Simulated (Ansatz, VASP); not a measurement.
# Ge in VASP and in Ansatz

The input INCAR:

```
PREC = Accurate ; ENCUT = 520
EDIFF = 1E-7 ; ISMEAR = 0
SIGMA = 0.15 ; LREAL = F
LASPH = T ; NELM = 80
ALGO = Normal ; ISIF = 2
LWAVE = F ; LCHARG = F
GGA = PS ; NBANDS = 36
```

Contents of KPOINTS:

```
regular mesh
0
Gamma
  12 12 8
```

The input POSCAR:

```
Ge
1.0
    3.6451707579      0.0000000000      0.0000000000
   -1.8225853789      3.1568104774      0.0000000000
    0.0000000000      0.0000000000      5.9993688303
Ge
4
Direct
    0.0000000000      0.0000000000      0.0711500000
    0.0000000000      0.0000000000      0.5711500000
    0.3333333333      0.6666666667      0.8211500000
    0.6666666667      0.3333333333      0.3211500000
```

Input for Ansatz:

```yaml
crystal:
  lattice:
    - [3.6451707579, 0.0, 0.0]
    - [-1.8225853789, 3.1568104774, 0.0]
    - [0.0, 0.0, 5.9993688303]
  atoms:
    - { symbol: Ge, position: [0.0, 0.0, 0.07115] }
    - { symbol: Ge, position: [0.0, 0.0, 0.57115] }
    - { symbol: Ge, position: [0.3333333333, 0.6666666667, 0.82115] }
    - { symbol: Ge, position: [0.6666666667, 0.3333333333, 0.32115] }
basis:
  ecutwfc: 420
kpoints:
  mp_grid: { grid: [12, 12, 8] }
hamiltonian:
  xc: pbesol
scf:
  occupations: { method: gaussian, width: 0.15 }
output:
  forces: true
  stress: true
  eigenvalues: true
```

Change from the starting cell: strain -0.040 along x and y, -0.040 along z, atoms carried along.

Alike in both runs: task single point; functional PBEsol; k mesh 12 × 12 × 8; occupations gaussian, width 0.15 eV; no spin polarisation.

```csv
,VASP,Ansatz
version,VASP 6.6.1,Ansatz 0.2.0
potentials or method,"VASP PAW PBE potentials, release 64 (Ge_d), cutoff 520 eV","scalar-relativistic, plane waves, PAW"
valence electrons in the cell,56,56
```

VASP gave:

| Property | Result |
| --- | --- |
| gap on the k mesh at the Fermi level (eV) | none |
| pressure (GPa) | 11.8 |
| traceless stress, the component that is largest in VASP (GPa) | 2.28 |

Question: What did Ansatz give for the same quantities?

Answer: gap on the k mesh at the Fermi level (eV): none; pressure (GPa): 11.8; traceless stress, the component that is largest in VASP (GPa): 2.27.

VASP's potentials were made for PBE, not for PBEsol. A gap of «none» marks a metal or a gap that the smearing closes. The functional is the same, so the differences come from potentials, cutoffs and numerics.
